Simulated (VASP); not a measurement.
# C (I4_1/amd) in VASP: notebook

C is run at these levels: HSE06; tasks: single point.

Program: VASP 6.6.1. These are calculated values, not measurements. Logs are shortened: lines on timing, memory, paths and dates and some standing lists are left out, and cuts for length are marked.

### Step 1. The cell of the first run

It takes space group I4_1/amd (No. 141, tetragonal). Conventional cell: a = 2.517 Å, b = 2.517 Å, c = 3.631 Å, α = 90.00°, β = 90.00°, γ = 90.00°. Within 2.1 Å of C (site symmetry -4m2) lie 4 C at 1.55 Å.

### Step 2. Single point, HSE06 (uniaxial z strain +2.0%)

Contents of POSCAR:

```
C
1.0
    0.0000000000      1.7801241425      1.8157266254
    1.7801241425      0.0000000000      1.8157266254
    1.7801241425      1.7801241425      0.0000000000
C
2
Direct
    0.0000000000      0.0000000000      0.0000000000
    0.2500000000      0.2500000000      0.2500000000
```

Contents of INCAR.step1:

```
ALGO     = Normal         # electronic algorithm
EDIFF    = 1E-5           # SCF threshold, eV
ENCUT    = 520            # plane-wave cutoff, eV
GGA      = PE             # functional
ISIF     = 2              # what is computed and relaxed
ISMEAR   = 0              # smearing method
LASPH    = True           # aspherical terms in the spheres
LREAL    = False          # projectors in reciprocal space
LWAVE    = True           # write WAVECAR
NBANDS   = 11             # bands
NELM     = 80             # most SCF steps
PREC     = Accurate       # precision mode
SIGMA    = 0.01           # smearing width, eV
```

Contents of INCAR.step2:

```
ALGO     = Normal         # electronic algorithm
EDIFF    = 1E-7           # SCF threshold, eV
ENCUT    = 520            # plane-wave cutoff, eV
GGA      = PE             # functional
HFSCREEN = 0.2079         # screening, 1/A
ISIF     = 2              # what is computed and relaxed
ISMEAR   = 0              # smearing method
ISTART   = 1            
LASPH    = True           # aspherical terms in the spheres
LCHARG   = True           # write CHGCAR
LELF     = True           # ELF
LHFCALC  = True           # exact exchange
LREAL    = False          # projectors in reciprocal space
LVHAR    = True         
LWAVE    = False          # write WAVECAR
NBANDS   = 11             # bands
NELM     = 80             # most SCF steps
PREC     = Accurate       # precision mode
PRECFOCK = Normal       
SIGMA    = 0.01           # smearing width, eV
```

Contents of KPOINTS:

```
k-points
0
Gamma
  8 8 8
```

Potentials or basis: VASP PAW PBE potentials, release 64 (C).

On the command line:

```sh
cat potpaw_PBE.64/C/POTCAR > POTCAR
cp INCAR.step1 INCAR
mpirun -np 1 vasp_std > vasp.out
cp INCAR.step2 INCAR
mpirun -np 1 vasp_std > vasp.out
```

OUTCAR:

```text
EDIFF = 1E-7
   ENCUT = 520
   GGA = PE
   HFSCREEN = 0.2079
   ISIF = 2
   ISMEAR = 0
   ISTART = 1
   LASPH = True
   LHFCALC = True
   LREAL = False
   NELM = 80
   PREC = Accurate
   PRECFOCK = Normal

 ion  position               nearest neighbor table
   1  0.000  0.000  0.000-   2 1.55   2 1.55   2 1.55   2 1.55
   2  0.250  0.250  0.250-   1 1.55   1 1.55   1 1.55   1 1.55

  LATTYP: Found a body centered tetragonal cell.
 ALAT       =     2.5174757050
 C/A-ratio  =     1.4424978337

  Lattice vectors:

 A1 = (  -1.7801241425,   0.0000000000,   1.8157266254)
 A2 = (   1.7801241425,   0.0000000000,   1.8157266254)
 A3 = (   0.0000000000,   1.7801241425,  -1.8157266254)

Analysis of symmetry for initial positions (statically):
=====================================================================
 Subroutine PRICEL returns:
 Original cell was already a primitive cell.

 Routine SETGRP: Setting up the symmetry group for a
 body centered tetragonal supercell.

 Subroutine GETGRP returns: Found 16 space group operations
 (whereof  8 operations were pure point group operations)
 out of a pool of 16 trial point group operations.

The static configuration has the point symmetry D_2d.
 The point group associated with its full space group is D_4h.

Analysis of symmetry for dynamics (positions and initial velocities):
=====================================================================
 Subroutine PRICEL returns:
 Original cell was already a primitive cell.

 Routine SETGRP: Setting up the symmetry group for a
 body centered tetragonal supercell.

 Subroutine GETGRP returns: Found 16 space group operations
 (whereof  8 operations were pure point group operations)
 out of a pool of 16 trial point group operations.

The dynamic configuration has the point symmetry D_2d.
 The point group associated with its full space group is D_4h.

 Subroutine INISYM returns: Found 16 space group operations
 (whereof  8 operations are pure point group operations),
 and found     1 'primitive' translations

----------------------------------------------------------------------------------------

                                     Primitive cell

  volume of cell :      11.5075

  direct lattice vectors                    reciprocal lattice vectors
     0.000000000  1.780124143  1.815726625    -0.280879287  0.280879287  0.275371850
     1.780124143  0.000000000  1.815726625     0.280879287 -0.280879287  0.275371850
[... 97 lines left out ...]
   NUPDOWN=      -1.0000    fix difference up-down
   EMIN   =  10.00;   EMAX   =-10.00  energy-range for DOS
   EFERMI =   0.00;   METHOD = LEGACY
   ISMEAR =     0;   SIGMA  =   0.01  broadening in eV -4-tet -1-fermi 0-gaus
   EFERMI_NEDOS =   21; number of points for ismear=-14 and -15
   IALGO  =     38    algorithm
   IMIX   =      1    mixing-type and parameters
     AMIX     =   0.40;   BMIX     =  1.00
     AMIX_MAG =   1.60;   BMIX_MAG =  1.00
  volume/ion in A,a.u.               =       5.75        38.83
  Fermi-wavevector in a.u.,A,eV,Ry     =   1.450255  2.740585 28.616326  2.103241
  Thomas-Fermi vector in A             =   2.567888
   LORBIT       =      0    0 simple, 1 ext, 2 COOP (PROOUT), +10 PAW based schemes
   GGA     = PE    functional components
   LHFCALC =     T    Hartree Fock is set to
   PRECFOCK=normal    Normal, Fast or Accurate (Low or Medium for compatibility)
   ENCUT4O =  -1.0   cutoff for four orbital integrals eV
   NKREDX  =     1    reduce k-point grid by
   NKREDY  =     1    reduce k-point grid by
   NKREDZ  =     1    reduce k-point grid by
   AEXX    =    0.2500 exact exchange contribution
   HFSCREEN=    0.2079 screening length (either q_TF or 0.3 A-1)
   HFSCREENC=   0.2079 screening length for correlation (either q_TF or 0.3 A-1)
   ENCUTFOCK=  -1.0 apply spherical cutoff to Coloumb kernel
   IVDW    =     0    specifies the selected vdW correction
   LEPSILON=     F    determine dielectric tensor
   LRPA    =     F    only Hartree local field effects (RPA)
 non-spin polarized calculation
 Gauss-broadening in eV      SIGMA  =   0.01
  energy-cutoff  :      520.00
  volume of cell :       11.51
 maximum number of plane-waves:       323
  NGX = 16; NGY = 16; NGZ = 16

 number of electron       8.0000000 magnetization

 Free energy of the ion-electron system (eV)
  ---------------------------------------------------
  ext. energy  EPLUGINS =         0.00000000
  ---------------------------------------------------
  free energy    TOTEN  =       -21.02897803 eV

  energy without entropy =      -21.02897803  energy(sigma->0) =      -21.02897803

 E-fermi :   9.0849     XC(G=0): -10.7688

 val. band max:        9.0154051682   @ k =   0.0000   0.0000   0.0000
 cond. band min:      13.9936892301   @ k =   0.3750   0.0000   0.3750
 fundamental gap:      4.9782840619
 Fermi energy:         9.0848629337

 k-point     1 :       0.0000    0.0000    0.0000
  band No.  band energies     occupation
      1     -14.4249      2.00000
      2       8.6982      2.00000
      3       9.0154      2.00000
      4       9.0154      2.00000
      5      15.7563      0.00000
      6      15.7563      0.00000
      7      16.0077      0.00000
      8      23.8194      0.00000
      9      29.5642      0.00000
     10      36.4533      0.00000
     11      37.3143      0.00000
[... 309 lines left out ...]
 k-point    24 :       0.3750   -0.0000    0.1250
  band No.  band energies     occupation
      1     -10.7715      2.00000
      2      -1.0164      2.00000
      3       5.0253      2.00000
      4       5.5752      2.00000
      5      17.1514      0.00000
      6      20.2742      0.00000
      7      20.8744      0.00000
      8      23.9464      0.00000
      9      31.7723      0.00000
     10      32.7116      0.00000
     11      36.8080      0.00000

 [... further k-points ...]
[... 5 lines left out ...]
  --------------------------------------------------------------------------------------
  -------------------------------------------------------------------------------------
  Total       -0.5027696     -0.5027696     -1.9035291      0.0000000      0.0000000      0.0000000
  in kB      -70.0000781    -70.0000781   -265.0263608      0.0000000      0.0000000      0.0000000
  external PRESSURE =    -135.0088390 kB  Pullay stress =       0.0000000 kB

 VOLUME and BASIS-vectors are now :
 -----------------------------------------------------------------------------
  energy-cutoff  :      520.00
  volume of cell :       11.51
      direct lattice vectors                 reciprocal lattice vectors
     0.000000000  1.780124143  1.815726625    -0.280879287  0.280879287  0.275371850
     1.780124143  0.000000000  1.815726625     0.280879287 -0.280879287  0.275371850
     1.780124143  1.780124143  0.000000000     0.280879287  0.280879287 -0.275371850

 POSITION                                       TOTAL-FORCE (eV/Angst)
 -----------------------------------------------------------------------------------
      0.00000      0.00000      0.00000        -0.000000     -0.000000      0.000000
      0.89006      0.89006      0.90786         0.000000      0.000000     -0.000000
 -----------------------------------------------------------------------------------
    total drift:                                0.000000      0.000000     -0.000000

  FREE ENERGIE OF THE ION-ELECTRON SYSTEM (eV)
  ---------------------------------------------------
  free  energy   TOTEN  =       -21.0289780344 eV

  energy  without entropy=      -21.0289780344  energy(sigma->0) =      -21.02897803
```

OSZICAR.step1:

```text
N       E                     dE             d eps       ncg     rms          rms(c)
DAV:   1    -0.190399845974E-02   -0.19040E-02   -0.48649E+03  1330   0.717E+02
DAV:   2    -0.184334677306E+02   -0.18432E+02   -0.17800E+02  1689   0.122E+02
DAV:   3    -0.187857921755E+02   -0.35232E+00   -0.35180E+00  1520   0.133E+01
DAV:   4    -0.187863583205E+02   -0.56615E-03   -0.56613E-03  1431   0.685E-01
DAV:   5    -0.187863590159E+02   -0.69538E-06   -0.69537E-06  1499   0.221E-02    0.545E+00
DAV:   6    -0.183278390276E+02    0.45852E+00   -0.23986E-01  1340   0.343E+00    0.326E+00
DAV:   7    -0.181734499274E+02    0.15439E+00   -0.29521E-01  1379   0.386E+00    0.735E-01
DAV:   8    -0.181752227608E+02   -0.17728E-02   -0.82836E-03  1352   0.676E-01    0.431E-02
DAV:   9    -0.181752649491E+02   -0.42188E-04   -0.62383E-05  1531   0.635E-02    0.242E-02
DAV:  10    -0.181752853452E+02   -0.20396E-04   -0.15624E-05  1388   0.345E-02    0.529E-03
DAV:  11    -0.181752854119E+02   -0.66743E-07   -0.24730E-07   670   0.454E-03
   1 F= -.18175285E+02 E0= -.18175285E+02  d E =-.467457E-51
```

Wall time 22 min (1 thread of Intel Xeon 8259CL, shared host); peak memory 0.22 GiB.

What came out:

- Free energy: -21.0290 eV
- Pressure: -13.5 GPa
- Band gap on the k mesh: 4.98 eV (least direct gap 6.74 eV)

Stress tensor (GPa, compression positive):
```
 -7.00   0.00   0.00
  0.00  -7.00   0.00
  0.00   0.00 -26.50
```

Caveat: the cell differs from its parent crystal (uniaxial z strain +2.0%); the stress differs along the axes, from -27 to -7 GPa; the PAW data sets were made with another functional, which shifts forces and pressure a little. A k mesh can miss the band edges.

### Step 3. Single point, HSE06 (uniaxial z strain -2.0%)

Contents of POSCAR:

```
C
1.0
    0.0000000000      1.7801241425      1.7445216597
    1.7801241425      0.0000000000      1.7445216597
    1.7801241425      1.7801241425      0.0000000000
C
2
Direct
    0.0000000000      0.0000000000      0.0000000000
    0.2500000000      0.2500000000      0.2500000000
```

Contents of INCAR.step1:

```
SYSTEM = C
PREC = Accurate
ENCUT = 1000
EDIFF = 1E-5
ISMEAR = 0
SIGMA = 0.01
LREAL = .False.
LASPH = .True.
NELM = 120
ALGO = Normal
ISIF = 2
LWAVE = .True.
LCHARG = .False.
GGA = PE
NBANDS = 11
GGA_COMPAT = .False.
```

Contents of INCAR.step2:

```
SYSTEM = C
PREC = Accurate
ENCUT = 1000
EDIFF = 1E-6
ISMEAR = 0
SIGMA = 0.01
LREAL = .False.
LASPH = .True.
NELM = 120
ALGO = Normal
ISIF = 2
LWAVE = .False.
LCHARG = .False.
GGA = PE
LHFCALC = .True.
HFSCREEN = 0.2079
PRECFOCK = Normal
ISTART = 1
NBANDS = 11
GGA_COMPAT = .False.
```

Contents of KPOINTS:

```
Automatic mesh
0
Gamma
  8 8 8
  0 0 0
```

Potentials or basis: VASP PAW PBE potentials, release 64 (C_h).

On the command line:

```sh
cat potpaw_PBE.64/C_h/POTCAR > POTCAR
cp INCAR.step1 INCAR
mpirun -np 1 vasp_std > vasp.out
cp INCAR.step2 INCAR
mpirun -np 1 vasp_std > vasp.out
```

It took 23 min on 1 thread of Intel Xeon 6975P-C (Granite Rapids), shared host; peak memory 0.27 GiB.

It converged, with:

```
Free energy            : -21.0628 eV
Pressure               : 3.8 GPa
Band gap on the k mesh : 4.80 eV (least direct gap 6.68 eV)
```

Stress tensor (GPa, compression positive):
```
-2.86  0.00  0.00
 0.00 -2.86  0.00
 0.00  0.00 17.08
```

Levels at points of the mesh, in eV from the valence-band top:
| k point | band 1 | band 2 | band 3 | band 4 | band 5 | band 6 | band 7 | band 8 |
| --- | --- | --- | --- | --- | --- | --- | --- | --- |
| (0.00, 0.00, 0.00) | -24.10 | -0.32 | -0.32 | 0.00 | 6.68 | 6.94 | 6.94 | 15.66 |
| (0.50, 0.00, 0.00) | -17.73 | -15.12 | -3.54 | -3.15 | 9.80 | 9.82 | 10.73 | 17.64 |
| (0.50, 0.50, 0.00) | -14.24 | -14.24 | -7.45 | -7.45 | 5.43 | 5.43 | 19.48 | 19.48 |
| (0.50, 0.00, 0.50) | -14.58 | -14.58 | -7.13 | -7.13 | 5.93 | 5.93 | 19.36 | 19.36 |

Caveat: the cell differs from its parent crystal (uniaxial z strain -2.0%); the stress differs along the axes, from -3 to 17 GPa; the PAW data sets were made with another functional, which shifts forces and pressure a little.
